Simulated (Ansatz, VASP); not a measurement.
# CoBi: VASP beside Ansatz

Contents of INCAR:

```
ALGO = Normal
EDIFF = 1E-6
ENCUT = 600
GGA = PE
GGA_COMPAT = F
ISIF = 2
ISMEAR = -1
ISPIN = 2
LASPH = T
LCHARG = F
LMAXMIX = 4
LORBIT = 11
LREAL = F
LWAVE = F
MAGMOM = 2 0
NBANDS = 23
NELM = 200
PREC = Accurate
SIGMA = 0.05
```

File KPOINTS:

```
k-points
0
Gamma
  13 13 13
```

File POSCAR:

```
CoBi
1.0
   -0.0540066779      2.6733305565      2.6733305565
    2.6733305565     -0.0540066779      2.6733305565
    2.6733305565      2.6733305565     -0.0540066779
Co Bi
1 1
Direct
    0.0000000000      0.0000000000      0.0000000000
    0.5000000000      0.5000000000      0.5000000000
```

Input for Ansatz:

```yaml
crystal:
  lattice:
    - [-0.0540066779, 2.6733305565, 2.6733305565]
    - [2.6733305565, -0.0540066779, 2.6733305565]
    - [2.6733305565, 2.6733305565, -0.0540066779]
  atoms:
    - { symbol: Co, position: [0.0, 0.0, 0.0], spin: 2.0 }
    - { symbol: Bi, position: [0.5, 0.5, 0.5] }
magnetization:
  spin_polarized: true
kpoints:
  mp_grid: { grid: [13, 13, 13] }
scf:
  occupations: { method: fermi_dirac, width: 0.05 }
hamiltonian:
  xc: pbe
  pseudopotentials: { kind: all_electron, lapw: { basis_error: 0.00025 } }
output:
  forces: true
  stress: true
  eigenvalues: true
```

Change from the starting cell: equal xy, yz and zx shear strains of -2 %.

Alike in both runs: task single point; functional PBE; k mesh 13 × 13 × 13; occupations fermi-dirac, width 0.05 eV; collinear spin.

```csv
,VASP,Ansatz
version,VASP 6.6.1,Ansatz 0.2.0
potentials or method,"VASP PAW PBE potentials, release 64 (Co, Bi_d), cutoff 600 eV","all-electron LAPW, scalar-relativistic"
```

|  | VASP | Ansatz | Ansatz less VASP |
| --- | --- | --- | --- |
| pressure (GPa) | 0.0 | 0.0 | +0.09 |
| traceless stress, the component that is largest in VASP (GPa) | 0.20 | 0.20 | +0.001 |
| net moment per atom (μB) | 0.27 | 0.28 | +0.007 |
| size of the moment on the site where the two differ most (μB) | 0.59 | 0.62 | +0.025 |

Site moments also hang on the region over which each program counts them. Ansatz ran all-electron here, and VASP with PAW potentials.

Spin-orbit coupling is off throughout.
